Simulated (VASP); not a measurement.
Set up this calculation in VASP 6.6.1, as the native input.

| Quantity | Value |
| --- | --- |
| Task | single point |
| Functional | BLYP |
| Potentials or basis | VASP PAW PBE potentials, release 64 (Ag, Br) |
| Cutoff | 500 eV |
| k mesh | 8 × 8 × 8 |
| Occupations | fermi-dirac, width 0.05 eV |
| Spin | no spin polarisation |
| Dipole correction | no |
| Further INCAR settings | ALGO = Normal; EDIFF = 1e-06; NBANDS = 16 |

The structure of AgBr lies in POSCAR:

```
AgBr
1.0
    0.0000000000      2.8508866679      2.8508866679
    2.8508866679      0.0000000000      2.8508866679
    2.8508866679      2.8508866679      0.0000000000
Ag Br
1 1
Direct
    0.0000000000      0.0000000000      0.0000000000
    0.5000000000      0.5000000000      0.5000000000
```

The input as run:

INCAR

```
SYSTEM = AgBr
PREC = Accurate ; ENCUT = 500
EDIFF = 1E-6 ; ISMEAR = -1
SIGMA = 0.05 ; LREAL = .False.
LASPH = .True. ; NELM = 120
ALGO = Normal ; ISIF = 2
LWAVE = .False. ; LCHARG = .False.
GGA = B5 ; ALDAX = 1.0
AGGAX = 1.0 ; AGGAC = 1.0
ALDAC = 0.0 ; NBANDS = 16
GGA_COMPAT = .False.
```

KPOINTS

```
regular mesh
0
Gamma
  8 8 8
  0 0 0
```

Potentials or basis: VASP PAW PBE potentials, release 64 (Ag, Br).

Run with:

```sh
$ cat potpaw_PBE.64/Ag/POTCAR potpaw_PBE.64/Br/POTCAR > POTCAR
$ mpirun -np 1 vasp_std > vasp.out
```

Results of the run:

The pressure is 7.5 GPa and the band gap on the k mesh is 0.75 eV, indirect (least direct gap 2.73 eV).

Caveat: the PAW data sets were made with another functional, which shifts forces and pressure a little.

It took 26 s on 1 thread of Intel(R) Xeon(R) Platinum 8488C (Sapphire Rapids), with other jobs on the host, peak memory 0.18 GiB.
